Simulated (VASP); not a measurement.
## Ba2SO: single point with PBE

Crystal: Ba2SO.

```
O S Ba
1.0
     2.10287    1.21409    6.94973
    -2.10287    1.21409    6.94973
     0.00000   -2.42819    6.94973
O S Ba
1 1 2
Direct
  0.00000 0.00000 0.00000
  0.50000 0.50000 0.50000
  0.26117 0.26117 0.26117
  0.73883 0.73883 0.73883
```

```json
{"Program": "VASP 6.6.1", "Task": "single point", "Functional": "PBE", "Potentials or basis": "VASP PAW PBE potentials, release 64 (O, S, Ba_sv)", "Cutoff": "520 eV", "k mesh": "8 × 8 × 8", "Occupations": "fermi-dirac, width 0.02 eV", "Spin": "no spin polarisation", "Dipole correction": "no", "Further INCAR settings": "ALGO = Normal; EDIFF = 1e-06; NBANDS = 24"}
```

```json
{
  "Pressure": "1.5 GPa",
  "Largest force": "0.151 eV/Å",
  "Band gap on the k mesh": "1.97 eV (least direct gap 2.08 eV)"
}
```

Forces on the atoms (eV/Å):
```
O    0.000  0.000  0.000
S    0.000  0.000  0.000
Ba   0.000  0.000 -0.151
Ba   0.000  0.000  0.151
```

Levels at points of the mesh, in eV from the valence-band top:
```tsv
k point	band 14	band 15	band 16	band 17	band 18	band 19
(0.00, 0.00, 0.00)	-0.24	0.00	0.00	3.35	4.08	4.08
(0.50, 0.00, 0.00)	-0.91	-0.66	-0.50	3.17	3.48	5.23
(0.50, 0.50, 0.00)	-0.35	-0.25	-0.12	1.97	5.07	5.65
(0.50, 0.50, 0.50)	-1.11	-0.35	-0.35	3.38	4.79	4.79
```

Wall time 3.1 min on 1 thread of Intel(R) Xeon(R) 6975P-C (Granite Rapids), with other jobs on the host, peak memory 0.51 GiB.

Caveat: spin-orbit coupling is left out, which moves the levels of the heavy elements. A k mesh can miss the band edges.
